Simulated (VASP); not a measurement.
# Co (P6_3/mmc) in VASP: notebook

Aim: see how the results for Co move with the level of theory and the settings. Levels: RPBE+D4, BLYP+D4, PBE exchange alone. Tasks: single point.

All numbers are computed with VASP 6.6.1; they aren't measurements. Logs are shortened: lines on timing, memory, paths and dates and some standing lists are left out, and cuts for length are marked.

### 1 The cell of the first run

The structure is hexagonal, space group P6_3/mmc (No. 194). Conventional cell: a = 2.422 Å, b = 2.422 Å, c = 3.939 Å, α = 90.00°, β = 90.00°, γ = 120.00°. Co (site symmetry -6m2) has 12 Co at 2.42 Å within 3.2 Å.

### 2 Single point, RPBE+D4, collinear spin, ferromagnetic start

Contents of INCAR:

```
SYSTEM = Co
ALGO     = Normal         ! electronic algorithm
EDIFF    = 1E-6           ! SCF threshold, eV
ENCUT    = 520            ! plane-wave cutoff, eV
GGA      = RP             ! functional
ISIF     = 2              ! what is computed and relaxed
ISMEAR   = -1             ! smearing method
ISPIN    = 2              ! spin polarisation
IVDW     = 13             ! dispersion correction
LASPH    = .True.         ! aspherical terms in the spheres
LCHARG   = .False.        ! write CHGCAR
LMAXMIX  = 4              ! l up to which the mixer works
LORBIT   = 11             ! projections on sites
LREAL    = .False.        ! projectors in reciprocal space
LWAVE    = .False.        ! write WAVECAR
MAGMOM   = 2 2            ! initial moments
NBANDS   = 20             ! bands
NELM     = 150            ! most SCF steps
PREC     = Accurate       ! precision mode
SIGMA    = 0.05           ! smearing width, eV
```

Contents of KPOINTS:

```
k-points
0
Gamma
  12 12 7
  0 0 0
```

Contents of POSCAR:

```
Co
1.0
    2.4215367659      0.0000000000      0.0000000000
   -1.2107683830      2.0971123555      0.0000000000
    0.0000000000      0.0000000000      3.9390568819
Co
2
Direct
    0.6666666667      0.3333333333      0.7500000000
    0.3333333333      0.6666666667      0.2500000000
```

Potentials or basis: VASP PAW PBE potentials, release 64 (Co).

On the command line:

```
cat potpaw_PBE.64/Co/POTCAR > POTCAR
mpirun -np 1 vasp_std > vasp.out
```

OUTCAR:

```text
SYSTEM = Co
   EDIFF = 1E-6
   ENCUT = 520
   GGA = RP
   ISIF = 2
   ISMEAR = -1
   ISPIN = 2
   IVDW = 13
   LASPH = .True.
   LORBIT = 11
   LREAL = .False.
   NELM = 150
   PREC = Accurate

 ion  position               nearest neighbor table
   1  0.667  0.333  0.750-   2 2.42   2 2.42   2 2.42   2 2.42   2 2.42   2 2.42
   2  0.333  0.667  0.250-   1 2.42   1 2.42   1 2.42   1 2.42   1 2.42   1 2.42

  LATTYP: Found a hexagonal cell.
 ALAT       =     2.4215367659
 C/A-ratio  =     1.6266764715

  Lattice vectors:

 A1 = (   2.4215367659,   0.0000000000,   0.0000000000)
 A2 = (  -1.2107683830,   2.0971123555,   0.0000000000)
 A3 = (   0.0000000000,   0.0000000000,   3.9390568819)

Analysis of symmetry for initial positions (statically):
=====================================================================
 Subroutine PRICEL returns:
 Original cell was already a primitive cell.

 Routine SETGRP: Setting up the symmetry group for a
 hexagonal supercell.

 Subroutine GETGRP returns: Found 24 space group operations
 (whereof 12 operations were pure point group operations)
 out of a pool of 24 trial point group operations.

The static configuration has the point symmetry D_3d.
 The point group associated with its full space group is D_6h.

Analysis of symmetry for dynamics (positions and initial velocities):
=====================================================================
 Subroutine PRICEL returns:
 Original cell was already a primitive cell.

 Routine SETGRP: Setting up the symmetry group for a
 hexagonal supercell.

 Subroutine GETGRP returns: Found 24 space group operations
 (whereof 12 operations were pure point group operations)
 out of a pool of 24 trial point group operations.

The dynamic configuration has the point symmetry D_3d.
 The point group associated with its full space group is D_6h.

Analysis of structural, dynamic, and magnetic symmetry:
=====================================================================
 Subroutine PRICEL returns:
 Original cell was already a primitive cell.

 Routine SETGRP: Setting up the symmetry group for a
 hexagonal supercell.

 Subroutine GETGRP returns: Found 24 space group operations
 (whereof 12 operations were pure point group operations)
 out of a pool of 24 trial point group operations.

The overall configuration has the point symmetry D_3d.
 The point group associated with its full space group is D_6h.

 Subroutine INISYM returns: Found 24 space group operations
 (whereof 12 operations are pure point group operations),
 and found     1 'primitive' translations

----------------------------------------------------------------------------------------

                                     Primitive cell

  volume of cell :      20.0035

  direct lattice vectors                    reciprocal lattice vectors
     2.421536766  0.000000000  0.000000000     0.412960899  0.238423086  0.000000000
    -1.210768383  2.097112356  0.000000000     0.000000000  0.476846172  0.000000000
     0.000000000  0.000000000  3.939056882     0.000000000  0.000000000  0.253867875

  length of vectors
     2.421536766  2.421536766  3.939056882     0.476846172  0.476846172  0.253867875

  position of ions in fractional coordinates (direct lattice)
     0.666666667  0.333333333  0.750000000
     0.333333333  0.666666667  0.250000000

  ion indices of the primitive-cell ions
   primitive index   ion index
                 1           1
                 2           2

----------------------------------------------------------------------------------------

 KPOINTS: k-points

Automatic generation of k-mesh.
 Grid dimensions read from file:
 generate k-points for:   12   12    7

 Generating k-lattice:

  Cartesian coordinates                     Fractional coordinates (reciprocal lattice)
     0.034413408  0.019868591  0.000000000     0.083333333  0.000000000  0.000000000
     0.000000000  0.039737181  0.000000000     0.000000000  0.083333333  0.000000000
     0.000000000  0.000000000  0.036266839     0.000000000  0.000000000  0.142857143

  Length of vectors
     0.039737181  0.039737181  0.036266839

  Shift w.r.t. Gamma in fractional coordinates (k-lattice)
     0.000000000  0.000000000  0.000000000

 Subroutine IBZKPT returns following result:
 ===========================================

 Found     76 irreducible k-points:

 Following reciprocal coordinates:
            Coordinates               Weight
  0.000000  0.000000  0.000000      1.000000
  0.083333  0.000000  0.000000      6.000000
  0.166667  0.000000  0.000000      6.000000
  0.250000  0.000000  0.000000      6.000000
  0.333333  0.000000  0.000000      6.000000
  0.416667  0.000000  0.000000      6.000000
[... 16 lines left out ...]
  0.250000  0.000000  0.142857     12.000000
  0.333333  0.000000  0.142857     12.000000
 [... further k-points ...]
   k-points           NKPTS =     76   k-points in BZ     NKDIM =     76   number of bands    NBANDS=     20
   number of dos      NEDOS =    301   number of ions     NIONS =      2
   total plane-waves  NPLWV =   9720
   dimension x,y,z NGX =    18 NGY =   18 NGZ =   30
   dimension x,y,z NGXF=    36 NGYF=   36 NGZF=   60
   ions per type =               2
   NGX,Y,Z   is equivalent  to a cutoff of  12.36, 12.36, 12.66 a.u.
   NGXF,Y,Z  is equivalent  to a cutoff of  24.72, 24.72, 25.32 a.u.
 SYSTEM =  Co
   PREC   = accura    normal or accurate (medium, high low for compatibility)
   ISTART =      0    job   : 0-new  1-cont  2-samecut
   ICHARG =      2    charge: 1-file 2-atom 10-const
   ISPIN  =      2    spin polarized calculation?
   LNONCOLLINEAR =      F non collinear calculations
   LSORBIT =      F    spin-orbit coupling
   LASPH  =      T    aspherical Exc in radial PAW
   ENCUT  =  520.0 eV  38.22 Ry    6.18 a.u.   4.50  4.50  7.32*2*pi/ulx,y,z
   NELM   =    150;   NELMIN=  2; NELMDL= -5     # of ELM steps
   EDIFF  = 0.1E-05   stopping-criterion for ELM
   LREAL  =      F    real-space projection
   EDIFFG = 0.1E-04   stopping-criterion for IOM
   NSW    =      0    number of steps for IOM
   IBRION =     -1    ionic relax: 0-MD 1-quasi-New 2-CG
   NFREE  =      0    steps in history (QN), initial steepest desc. (CG)
   ISIF   =      2    stress and relaxation
   ISYM   =      2    0-nonsym 1-usesym 2-fastsym
   POTIM  = 0.5000    time-step for ionic-motion
   TEBEG  =    0.0;   TEEND  =   0.0 temperature during run
   PSTRESS=    0.0 pullay stress
   NELECT =      18.0000    total number of electrons
   NUPDOWN=      -1.0000    fix difference up-down
   EMIN   =  10.00;   EMAX   =-10.00  energy-range for DOS
   EFERMI =   0.00;   METHOD = LEGACY
   ISMEAR =    -1;   SIGMA  =   0.05  broadening in eV -4-tet -1-fermi 0-gaus
   EFERMI_NEDOS =   21; number of points for ismear=-14 and -15
   IALGO  =     38    algorithm
   IMIX   =      4    mixing-type and parameters
     AMIX     =   0.40;   BMIX     =  1.00
     AMIX_MAG =   1.60;   BMIX_MAG =  1.00
  volume/ion in A,a.u.               =      10.00        67.49
  Fermi-wavevector in a.u.,A,eV,Ry     =   1.580510  2.986731 33.987527  2.498013
  Thomas-Fermi vector in A             =   2.680727
   LORBIT       =     11    0 simple, 1 ext, 2 COOP (PROOUT), +10 PAW based schemes
   GGA     = RP    functional components
   LHFCALC =     F    Hartree Fock is set to
   AEXX    =    0.0000 exact exchange contribution
   IVDW    =    13    specifies the selected vdW correction
   LEPSILON=     F    determine dielectric tensor
   LRPA    =     F    only Hartree local field effects (RPA)
 spin polarized calculation
  energy-cutoff  :      520.00
  volume of cell :       20.00
 maximum number of plane-waves:       557
 NGX is ok and might be reduce to    18
   NGX =  9   NGY =  9   NGZ = 15

 number of electron      17.9999992 magnetization       3.0652341

 Free energy of the ion-electron system (eV)
  ---------------------------------------------------
  ext. energy  EPLUGINS =         0.00000000
  ---------------------------------------------------
  free energy    TOTEN  =       -12.86096271 eV

  energy without entropy =      -12.84607778  energy(sigma->0) =      -12.85352025

 E-fermi :  11.5936     XC(G=0): -13.7848

 val. band max:       11.5893383500   @ k =   0.2500   0.0000   0.0000
 cond. band min:      11.5955178174   @ k =   0.1667   0.0833   0.4286
 fundamental gap:      0.0061794674
 Fermi energy:        11.5936260713

 spin component 1

 k-point     1 :       0.0000    0.0000    0.0000
  band No.  band energies     occupation
      1       2.2267      1.00000
      2       6.0670      1.00000
      3       8.8200      1.00000
      4       8.8801      1.00000
      5       8.8801      1.00000
      6       9.2289      1.00000
[... 12 lines left out ...]
     19      39.0787      0.00000
     20      39.0787      0.00000

 k-point     2 :       0.0833    0.0000    0.0000
  band No.  band energies     occupation
      1       2.4866      1.00000
      2       6.2265      1.00000
      3       8.6031      1.00000
      4       9.0084      1.00000
      5       9.0552      1.00000
      6       9.1734      1.00000
[... 12 lines left out ...]
     19      40.0616      0.00000
     20      41.5991      0.00000
[... 465 lines left out ...]
      3       7.6974      1.00000
      4       8.1697      1.00000
      5       8.7297      1.00000
      6       9.1618      1.00000
[... 12 lines left out ...]
     19      38.0770      0.00000
     20      39.2209      0.00000

 k-point    24 :       0.3333    0.0000    0.1429
  band No.  band energies     occupation
      1       5.6002      1.00000
      2       6.8577      1.00000
      3       7.2694      1.00000
      4       8.1169      1.00000
      5       8.9291      1.00000
      6       8.9934      1.00000
[... 12 lines left out ...]
     19      36.2582      0.00000
     20      37.8893      0.00000

 [... further k-points ...]

 spin component 2

 k-point     1 :       0.0000    0.0000    0.0000
  band No.  band energies     occupation
      1       2.1848      1.00000
      2       6.9665      1.00000
      3      10.4113      1.00000
      4      10.4684      1.00000
      5      10.4684      1.00000
      6      10.8727      1.00000
[... 12 lines left out ...]
     19      39.3262      0.00000
     20      39.3262      0.00000

 k-point     2 :       0.0833    0.0000    0.0000
  band No.  band energies     occupation
      1       2.4458      1.00000
      2       7.1460      1.00000
      3      10.1459      1.00000
      4      10.6000      1.00000
      5      10.6084      1.00000
      6      10.6710      1.00000
[... 12 lines left out ...]
     19      39.8905      0.00000
     20      41.8426      0.00000
[... 465 lines left out ...]
      3       8.7625      1.00000
      4       9.4859      1.00000
      5      10.2547      1.00000
      6      10.8127      1.00000
[... 12 lines left out ...]
     19      38.4277      0.00000
     20      39.4851      0.00000

 k-point    24 :       0.3333    0.0000    0.1429
  band No.  band energies     occupation
      1       5.8353      1.00000
      2       7.9854      1.00000
      3       8.3645      1.00000
      4       9.3366      1.00000
      5      10.3553      1.00000
      6      10.6265      1.00000
[... 12 lines left out ...]
     19      36.6634      0.00000
     20      38.1737      0.00000

 [... further k-points ...]

------------------------ aborting loop because EDIFF is reached ----------------------------------------

  DFT-D4 for vdW energy calculation

  Edisp (eV):   -1.81135

  FORCE on cell =-STRESS in cart. coord.  units (eV):
  Direction    XX          YY          ZZ          XY          YZ          ZX
  --------------------------------------------------------------------------------------
  -------------------------------------------------------------------------------------
  Total       1.64194     1.64194     1.28511    -0.00000    -0.00000     0.00000
  in kB     131.51134   131.51134   102.93125    -0.00000    -0.00000     0.00000
  external pressure =      121.98 kB  Pullay stress =        0.00 kB

 VOLUME and BASIS-vectors are now :
 -----------------------------------------------------------------------------
  energy-cutoff  :      520.00
  volume of cell :       20.00
      direct lattice vectors                 reciprocal lattice vectors
     2.421536766  0.000000000  0.000000000     0.412960899  0.238423086  0.000000000
    -1.210768383  2.097112356  0.000000000     0.000000000  0.476846172  0.000000000
     0.000000000  0.000000000  3.939056882     0.000000000  0.000000000  0.253867875

 POSITION                                       TOTAL-FORCE (eV/Angst)
 -----------------------------------------------------------------------------------
      1.21077      0.69904      2.95429        -0.000000      0.000000      0.000000
     -0.00000      1.39807      0.98476         0.000000     -0.000000      0.000000
 -----------------------------------------------------------------------------------
    total drift:                               -0.000000      0.000000     -0.000000

  FREE ENERGIE OF THE ION-ELECTRON SYSTEM (eV)
  ---------------------------------------------------
  free  energy   TOTEN  =       -14.6723096682 eV

  energy  without entropy=      -14.6574247306  energy(sigma->0) =      -14.66486720

 total charge

# of ion       s       p       d       tot
------------------------------------------
    1        0.526   0.598   7.323   8.447
    2        0.526   0.598   7.323   8.447
--------------------------------------------------
tot          1.053   1.196  14.646  16.894

 magnetization (x)

# of ion       s       p       d       tot
------------------------------------------
    1       -0.017  -0.059   1.615   1.539
    2       -0.017  -0.059   1.615   1.539
--------------------------------------------------
tot         -0.035  -0.119   3.231   3.078
```

Run time: 71 s. Hardware: 1 thread of Intel Xeon 8259CL, shared host; peak memory 0.17 GiB.

Results:

| Quantity | Value |
| --- | --- |
| Free energy | -14.6723 eV |
| Pressure | 12.2 GPa |
| Net moment | 3.07 μB per cell |
| Site moments | Co +1.54 μB |
| Valence electrons inside the program's atomic spheres | Co 8.45 |
| Dispersion energy per atom | -0.906 eV |

Levels at points of the mesh, in eV from the Fermi level:
Spin up:
```
           k point  band 6  band 7  band 8  band 9  band 10  band 11  band 12  band 13  band 14  band 15
(0.00, 0.00, 0.00)   -2.36   -2.36   -1.95   -1.95    -0.73    -0.73    -0.17     7.04    22.74    26.08
(0.50, 0.00, 0.00)   -2.63   -2.27   -0.56   -0.48    -0.39     1.56     3.79    10.34    11.13    13.45
```
Spin down:
| k point | band 5 | band 6 | band 7 | band 8 | band 9 | band 10 |
| --- | --- | --- | --- | --- | --- | --- |
| (0.00, 0.00, 0.00) | -1.13 | -0.72 | -0.72 | -0.27 | -0.21 | -0.21 |
| (0.50, 0.00, 0.00) | -1.27 | -1.22 | -0.75 | 1.29 | 1.41 | 1.47 |

Caveat: the cell stands under pressure; the PAW data sets were made with another functional, which shifts forces and pressure a little.

### 3 Single point, BLYP+D4, collinear spin, ferromagnetic start

Contents of INCAR:

```
SYSTEM = Co
PREC     = Accurate       ! precision mode
ENCUT    = 520            ! plane-wave cutoff, eV
EDIFF    = 1E-7           ! SCF threshold, eV
ISMEAR   = -1             ! smearing method
SIGMA    = 0.05           ! smearing width, eV
LREAL    = .False.        ! projectors in reciprocal space
LASPH    = .True.         ! aspherical terms in the spheres
NELM     = 150            ! most SCF steps
ALGO     = Normal         ! electronic algorithm
ISIF     = 2              ! what is computed and relaxed
LWAVE    = .False.        ! write WAVECAR
LCHARG   = .False.        ! write CHGCAR
ISPIN    = 2              ! spin polarisation
MAGMOM   = 2 2            ! initial moments
LORBIT   = 11             ! projections on sites
LMAXMIX  = 4              ! l up to which the mixer works
GGA      = B5             ! functional
ALDAX    = 1.0          
AGGAX    = 1.0          
AGGAC    = 1.0          
ALDAC    = 0.0          
IVDW     = 13             ! dispersion correction
VDW_S6   = 1.0          
VDW_S8   = 2.34076671   
VDW_A1   = 0.44488865   
VDW_A2   = 4.0933009    
NBANDS   = 20             ! bands
```

Contents of KPOINTS:

```
regular mesh
0
Gamma
  12 12 7
  0 0 0
```

POSCAR is that of step 2.

Potentials or basis: VASP PAW PBE potentials, release 64 (Co).

On the command line:

```
cat potpaw_PBE.64/Co/POTCAR > POTCAR
mpirun -np 1 vasp_std > vasp.out
```

Run time: 98 s. Hardware: 1 thread of Intel Xeon 8259CL, shared host; peak memory 0.17 GiB.

The run converged. Its results:

```yaml
Free_energy: -13.6947 eV
Pressure: 16.8 GPa
Net_moment: 2.98 μB per cell
Site_moments: Co +1.49 μB
Valence_electrons_inside_the_program's_atomic_spheres: Co 8.47
Dispersion_energy_per_atom: -0.898 eV
```

Stress tensor (GPa, compression positive):
```
17.74  0.00  0.00
 0.00 17.74  0.00
 0.00  0.00 14.79
```

Levels at points of the mesh, in eV from the Fermi level:
Spin up:
```csv
k point,band 8,band 9,band 10,band 11,band 12,band 13
"(0.00, 0.00, 0.00)",-1.87,-1.87,-0.64,-0.64,0.06,7.13
"(0.50, 0.00, 0.00)",-0.46,-0.39,-0.29,1.72,3.91,10.49
```
Spin down:
| k point | band 5 | band 6 | band 7 | band 8 | band 9 | band 10 |
| --- | --- | --- | --- | --- | --- | --- |
| (0.00, 0.00, 0.00) | -1.17 | -0.77 | -0.77 | -0.27 | -0.27 | 0.08 |
| (0.50, 0.00, 0.00) | -1.32 | -1.22 | -0.78 | 1.24 | 1.36 | 1.42 |

Caveat: the cell stands under pressure; the PAW data sets were made with another functional, which shifts forces and pressure a little.

### 4 Single point, PBE exchange alone, collinear spin, ferromagnetic start

Contents of INCAR:

```
SYSTEM = Co
AGGAC = 0.0
ALDAC = 0.0
ALGO = Fast
EDIFF = 1E-6
ENCUT = 520
GGA = PE
ISIF = 2
ISMEAR = -1
ISPIN = 2
LASPH = .True.
LCHARG = .False.
LMAXMIX = 4
LORBIT = 11
LREAL = .False.
LWAVE = .False.
MAGMOM = 2 2
NBANDS = 20
NELM = 150
PREC = Accurate
SIGMA = 0.05
```

Contents of KPOINTS:

```
k-points
0
Gamma
  12 12 7
  0 0 0
```

POSCAR is that of step 3.

On the command line:

```
cat potpaw_PBE.64/Co/POTCAR > POTCAR
mpirun -np 1 vasp_std > vasp.out
```

Wall time 1.7 min (1 thread of Intel Xeon 8259CL, shared host); peak memory 0.16 GiB.

The run converged. Its results:

```yaml
Free_energy: -9.8098 eV
Pressure: 51.9 GPa
Net_moment: 3.19 μB per cell
Site_moments: Co +1.60 μB
Valence_electrons_inside_the_program's_atomic_spheres: Co 8.46
```

Stress tensor (GPa, compression positive):
```
53.00  0.00  0.00
 0.00 53.00  0.00
 0.00  0.00 49.85
```

Levels at points of the mesh, in eV from the Fermi level:
Spin up:
```csv
k point,band 8,band 9,band 10,band 11,band 12,band 13,band 14,band 15
"(0.00, 0.00, 0.00)",-2.12,-2.12,-0.90,-0.90,-0.06,6.93,22.97,26.11
"(0.50, 0.00, 0.00)",-0.72,-0.65,-0.56,1.52,3.72,10.34,11.03,13.63
```
Spin down:
| k point | band 5 | band 6 | band 7 | band 8 | band 9 | band 10 |
| --- | --- | --- | --- | --- | --- | --- |
| (0.00, 0.00, 0.00) | -1.09 | -0.68 | -0.68 | -0.18 | -0.18 | -0.16 |
| (0.50, 0.00, 0.00) | -1.25 | -1.18 | -0.72 | 1.36 | 1.47 | 1.54 |

Caveat: the cell stands under pressure.

[end of part 1 of 2]
